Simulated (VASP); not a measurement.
A run of VASP 6.6.1:

The input INCAR:

```
SYSTEM = MgO
  PREC = Accurate
  ENCUT = 520
  EDIFF = 1E-6
  ISMEAR = 0
  SIGMA = 0.05
  LREAL = .False.
  LASPH = .True.
  NELM = 60
  ALGO = Normal
  ISIF = 2
  LWAVE = .False.
  LCHARG = .False.
  GGA = CA
  NBANDS = 11
```

Contents of KPOINTS:

```
regular mesh
0
Gamma
  10 10 10
  0 0 0
```

The input POSCAR:

```
MgO
1.0
    2.8983130506      0.0000000000      0.0000000000
   -1.4491565253      2.5100127300      0.0000000000
    0.0000000000      0.0000000000      2.6434636685
Mg O
1 1
Direct
    0.0000000000      0.0000000000      0.0000000000
    0.3333333333      0.6666666667      0.5000000000
```

Potentials or basis: VASP PAW LDA potentials, release 64 (Mg, O).

Command:

```bash
$ cat potpaw_LDA.64/Mg/POTCAR potpaw_LDA.64/O/POTCAR > POTCAR
$ mpirun -np 1 vasp_std > vasp.out
```

Hardware: 1 thread of Intel Xeon 6975P-C, with other jobs on the host.

Problem. Estimate the wall time of this run.

Solution. Run time: 8.3 s on 1 thread of Intel Xeon 6975P-C, with other jobs on the host, peak memory 0.14 GiB. Counts: scf iterations 12, k points 84.
